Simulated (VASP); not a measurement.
# NaB (I4/mmm) in VASP: single point with PBEsol

Aim: the single point of NaB with PBEsol.

Everything below comes from runs of VASP 6.6.1. Logs are shortened: lines on timing, memory, paths and dates and some standing lists are left out, and cuts for length are marked.

### Step 1. The cell of the first run

It takes space group I4/mmm (No. 139, tetragonal). The conventional cell has a = 4.261 Å, b = 4.261 Å, c = 4.260 Å, α = 90.00°, β = 90.00°, γ = 90.00°. Within 2.8 Å of Na (site symmetry 4/mmm) lie 2 B at 2.13 Å. Within 2.8 Å of B (site symmetry 4/mmm) lie 2 Na at 2.13 Å.

### Step 2. Single point, PBEsol

File INCAR:

```
PREC     = Accurate       # precision mode
ENCUT    = 500            # plane-wave cutoff, eV
EDIFF    = 1E-6           # SCF threshold, eV
ISMEAR   = 1              # smearing method
SIGMA    = 0.15           # smearing width, eV
LREAL    = False          # projectors in reciprocal space
LASPH    = True           # aspherical terms in the spheres
NELM     = 120            # most SCF steps
ALGO     = Normal         # electronic algorithm
ISIF     = 2              # what is computed and relaxed
LWAVE    = False          # write WAVECAR
LCHARG   = True           # write CHGCAR
GGA      = PS             # functional
LELF     = True           # ELF
LVHAR    = True         
NBANDS   = 12             # bands
GGA_COMPAT= False
```

File KPOINTS:

```
Automatic mesh
0
Gamma
  27 27 27
```

File POSCAR:

```
NaB
1.0
    0.0000000000      3.0126927531      2.1299737764
    3.0126927531      0.0000000000      2.1299737764
    3.0126927531      3.0126927531      0.0000000000
Na B
1 1
Direct
    0.0000000000      0.0000000000      0.0000000000
    0.5000000000      0.5000000000      0.5000000000
```

Potentials or basis: VASP PAW PBE potentials, release 64 (Na_pv, B).

Started as:

```sh
$ cat potpaw_PBE.64/Na_pv/POTCAR potpaw_PBE.64/B/POTCAR > POTCAR
$ mpirun -np 1 vasp_std > vasp.out
```

OUTCAR:

```text
PREC = Accurate
   ENCUT = 500
   EDIFF = 1E-6
   ISMEAR = 1
   LREAL = False
   LASPH = True
   NELM = 120
   ISIF = 2
   GGA = PS

 ion  position               nearest neighbor table
   1  0.000  0.000  0.000-   2 2.13   2 2.13
   2  0.500  0.500  0.500-   1 2.13   1 2.13

  LATTYP: Found a body centered tetragonal cell.
 ALAT       =     4.2605909507
 C/A-ratio  =     0.9998489886

  Lattice vectors:

 A1 = (   0.0000000000,  -3.0126927531,  -2.1299737764)
 A2 = (   0.0000000000,   3.0126927531,  -2.1299737764)
 A3 = (   3.0126927531,   0.0000000000,   2.1299737764)

Analysis of symmetry for initial positions (statically):
=====================================================================
 Subroutine PRICEL returns:
 Original cell was already a primitive cell.

 Routine SETGRP: Setting up the symmetry group for a
 body centered tetragonal supercell.

 Subroutine GETGRP returns: Found 16 space group operations
 (whereof 16 operations were pure point group operations)
 out of a pool of 16 trial point group operations.

The static configuration has the point symmetry D_4h.

Analysis of symmetry for dynamics (positions and initial velocities):
=====================================================================
 Subroutine PRICEL returns:
 Original cell was already a primitive cell.

 Routine SETGRP: Setting up the symmetry group for a
 body centered tetragonal supercell.

 Subroutine GETGRP returns: Found 16 space group operations
 (whereof 16 operations were pure point group operations)
 out of a pool of 16 trial point group operations.

The dynamic configuration has the point symmetry D_4h.

 Subroutine INISYM returns: Found 16 space group operations
 (whereof 16 operations are pure point group operations),
 and found     1 'primitive' translations

----------------------------------------------------------------------------------------

                                     Primitive cell

  volume of cell :      38.6646

  direct lattice vectors                    reciprocal lattice vectors
     0.000000000  3.012692753  2.129973776    -0.165964485  0.165964485  0.234744674
     3.012692753  0.000000000  2.129973776     0.165964485 -0.165964485  0.234744674
     3.012692753  3.012692753  0.000000000     0.165964485  0.165964485 -0.234744674

  length of vectors
     3.689594275  3.689594275  4.260590951     0.331954036  0.331954036  0.331954036

  position of ions in fractional coordinates (direct lattice)
     0.000000000  0.000000000  0.000000000
     0.500000000  0.500000000  0.500000000

  ion indices of the primitive-cell ions
   primitive index   ion index
                 1           1
                 2           2

----------------------------------------------------------------------------------------

 KPOINTS: Automatic mesh

Automatic generation of k-mesh.
 Grid dimensions read from file:
 generate k-points for:   27   27   27

 Generating k-lattice:

  Cartesian coordinates                     Fractional coordinates (reciprocal lattice)
    -0.006146833  0.006146833  0.008694247     0.037037037 -0.000000000  0.000000000
     0.006146833 -0.006146833  0.008694247    -0.000000000  0.037037037  0.000000000
     0.006146833  0.006146833 -0.008694247     0.000000000  0.000000000  0.037037037

  Length of vectors
     0.012294594  0.012294594  0.012294594

  Shift w.r.t. Gamma in fractional coordinates (k-lattice)
     0.000000000  0.000000000  0.000000000

 Subroutine IBZKPT returns following result:
 ===========================================

 Found   1470 irreducible k-points:

 Following reciprocal coordinates:
            Coordinates               Weight
  0.000000  0.000000  0.000000      1.000000
  0.037037  0.000000  0.000000      8.000000
  0.074074  0.000000  0.000000      8.000000
  0.111111 -0.000000  0.000000      8.000000
  0.148148 -0.000000  0.000000      8.000000
  0.185185  0.000000  0.000000      8.000000
[... 16 lines left out ...]
  0.333333  0.037037  0.000000      8.000000
  0.370370  0.037037  0.000000      8.000000
 [... further k-points ...]
   k-points           NKPTS =   1470   k-points in BZ     NKDIM =   1470   number of bands    NBANDS=     12
   number of dos      NEDOS =    301   number of ions     NIONS =      2
   total plane-waves  NPLWV =  25088
   dimension x,y,z NGX =    28 NGY =   28 NGZ =   32
   dimension x,y,z NGXF=    56 NGYF=   56 NGZF=   64
   ions per type =               1   1
   NGX,Y,Z   is equivalent  to a cutoff of  12.62, 12.62, 12.49 a.u.
   NGXF,Y,Z  is equivalent  to a cutoff of  25.23, 25.23, 24.97 a.u.
 SYSTEM =  unknown system
   PREC   = accura    normal or accurate (medium, high low for compatibility)
   ISTART =      0    job   : 0-new  1-cont  2-samecut
   ICHARG =      2    charge: 1-file 2-atom 10-const
   ISPIN  =      1    spin polarized calculation?
   LNONCOLLINEAR =      F non collinear calculations
   LSORBIT =      F    spin-orbit coupling
   LASPH  =      T    aspherical Exc in radial PAW
   ENCUT  =  500.0 eV  36.75 Ry    6.06 a.u.   6.73  6.73  7.77*2*pi/ulx,y,z
   NELM   =    120;   NELMIN=  2; NELMDL= -5     # of ELM steps
   EDIFF  = 0.1E-05   stopping-criterion for ELM
   LREAL  =      F    real-space projection
   EDIFFG = 0.1E-04   stopping-criterion for IOM
   NSW    =      0    number of steps for IOM
   IBRION =     -1    ionic relax: 0-MD 1-quasi-New 2-CG
   NFREE  =      0    steps in history (QN), initial steepest desc. (CG)
   ISIF   =      2    stress and relaxation
   ISYM   =      2    0-nonsym 1-usesym 2-fastsym
   POTIM  = 0.5000    time-step for ionic-motion
   TEBEG  =    0.0;   TEEND  =   0.0 temperature during run
   PSTRESS=    0.0 pullay stress
   NELECT =      10.0000    total number of electrons
   NUPDOWN=      -1.0000    fix difference up-down
   EMIN   =  10.00;   EMAX   =-10.00  energy-range for DOS
   EFERMI =   0.00;   METHOD = LEGACY
   ISMEAR =     1;   SIGMA  =   0.15  broadening in eV -4-tet -1-fermi 0-gaus
   EFERMI_NEDOS =   21; number of points for ismear=-14 and -15
   IALGO  =     38    algorithm
   IMIX   =      4    mixing-type and parameters
     AMIX     =   0.40;   BMIX     =  1.00
     AMIX_MAG =   1.60;   BMIX_MAG =  1.00
  volume/ion in A,a.u.               =      19.33       130.46
  Fermi-wavevector in a.u.,A,eV,Ry     =   1.043046  1.971071 14.802394  1.087945
  Thomas-Fermi vector in A             =   2.177738
   LORBIT       =      0    0 simple, 1 ext, 2 COOP (PROOUT), +10 PAW based schemes
   GGA     = PS    functional components
   LHFCALC =     F    Hartree Fock is set to
   AEXX    =    0.0000 exact exchange contribution
   IVDW    =     0    specifies the selected vdW correction
   LEPSILON=     F    determine dielectric tensor
   LRPA    =     F    only Hartree local field effects (RPA)
 non-spin polarized calculation
 Methfessel and Paxton  Order N= 1 SIGMA  =   0.15
  energy-cutoff  :      500.00
  volume of cell :       38.66
 maximum number of plane-waves:       997
   NGX = 13   NGY = 13   NGZ = 15

 number of electron      10.0000005 magnetization

 Free energy of the ion-electron system (eV)
  ---------------------------------------------------
  ext. energy  EPLUGINS =         0.00000000
  ---------------------------------------------------
  free energy    TOTEN  =        -3.53391071 eV

  energy without entropy =       -3.53367621  energy(sigma->0) =       -3.53383254

 E-fermi :   0.7055     XC(G=0):  -8.3298

 val. band max:        0.7043830069   @ k =  -0.4815   0.3333   0.0741
 cond. band min:       0.7062555909   @ k =  -0.4444   0.4815   0.0370
 fundamental gap:      0.0018725840
 Fermi energy:         0.7055433104

 k-point     1 :       0.0000    0.0000    0.0000
  band No.  band energies     occupation
      1     -22.6804      2.00000
      2     -22.4365      2.00000
      3     -22.4365      2.00000
      4      -6.4737      2.00000
      5       2.9390     -0.00000
      6       3.1117     -0.00000
      7       3.1117     -0.00000
      8       7.0866      0.00000
      9      11.0045      0.00000
     10      11.0045      0.00000
     11      11.1765      0.00000
     12      13.2230      0.00000

 k-point     2 :       0.0370    0.0000    0.0000
  band No.  band energies     occupation
      1     -22.6807      2.00000
      2     -22.4367      2.00000
      3     -22.4366      2.00000
      4      -6.4555      2.00000
      5       2.9059     -0.00000
      6       3.0737     -0.00000
      7       3.0892     -0.00000
      8       7.1317      0.00000
      9      10.9644      0.00000
     10      10.9917      0.00000
     11      11.1927      0.00000
     12      12.9452      0.00000

 k-point     3 :       0.0741    0.0000    0.0000
  band No.  band energies     occupation
      1     -22.6816      2.00000
      2     -22.4375      2.00000
      3     -22.4371      2.00000
      4      -6.4011      2.00000
      5       2.7657     -0.00000
      6       3.0109     -0.00000
      7       3.0244     -0.00000
      8       7.2539      0.00000
      9      10.8256      0.00000
     10      10.8735      0.00000
     11      11.3353      0.00000
     12      12.6004      0.00000
[... 286 lines left out ...]
 k-point    23 :       0.3333    0.0370    0.0000
  band No.  band energies     occupation
      1     -22.6982      2.00000
      2     -22.4492      2.00000
      3     -22.4464      2.00000
      4      -5.1310      2.00000
      5       0.0466      2.00000
      6       2.0832     -0.00000
      7       2.6137     -0.00000
      8       7.3504      0.00000
      9       9.5058      0.00000
     10      10.0637      0.00000
     11      12.9134      0.00000
     12      14.8148      0.00000

 k-point    24 :       0.3704    0.0370    0.0000
  band No.  band energies     occupation
      1     -22.7004      2.00000
      2     -22.4507      2.00000
      3     -22.4476      2.00000
      4      -4.8892      2.00000
      5      -0.3494      2.00000
      6       1.9848     -0.00000
      7       2.5681     -0.00000
      8       7.2061      0.00000
      9       9.3793      0.00000
     10      10.2852      0.00000
     11      13.1105      0.00000
     12      15.4546      0.00000

 [... further k-points ...]
[... 5 lines left out ...]
  --------------------------------------------------------------------------------------
  -------------------------------------------------------------------------------------
  Total       -1.6833217     -1.6833217      8.5462786      0.0000000     -0.0000000     -0.0000000
  in kB      -69.7531416    -69.7531416    354.1389455      0.0000000     -0.0000000     -0.0000000
  external PRESSURE =      71.5442208 kB  Pullay stress =       0.0000000 kB

 VOLUME and BASIS-vectors are now :
 -----------------------------------------------------------------------------
  energy-cutoff  :      500.00
  volume of cell :       38.66
      direct lattice vectors                 reciprocal lattice vectors
     0.000000000  3.012692753  2.129973776    -0.165964485  0.165964485  0.234744674
     3.012692753  0.000000000  2.129973776     0.165964485 -0.165964485  0.234744674
     3.012692753  3.012692753  0.000000000     0.165964485  0.165964485 -0.234744674

 POSITION                                       TOTAL-FORCE (eV/Angst)
 -----------------------------------------------------------------------------------
      0.00000      0.00000      0.00000         0.000000     -0.000000     -0.000000
      3.01269      3.01269      2.12997        -0.000000      0.000000      0.000000
 -----------------------------------------------------------------------------------
    total drift:                                0.000000      0.000000      0.000000

  FREE ENERGIE OF THE ION-ELECTRON SYSTEM (eV)
  ---------------------------------------------------
  free  energy   TOTEN  =        -3.5339107121 eV

  energy  without entropy=       -3.5336762061  energy(sigma->0) =       -3.53383254
```

It took 9.5 min on 1 thread of Intel Xeon Platinum 8488C (Sapphire Rapids), shared host; peak memory 0.64 GiB.

Results:

```
Free energy            : -3.5339 eV
Pressure               : 7.2 GPa
Band gap on the k mesh : zero (bands 5 and 6 overlap by 3.00 eV)
```

Caveat: the stress differs along the axes, from -7 to 35 GPa; the PAW data sets were made with another functional, which shifts forces and pressure a little.
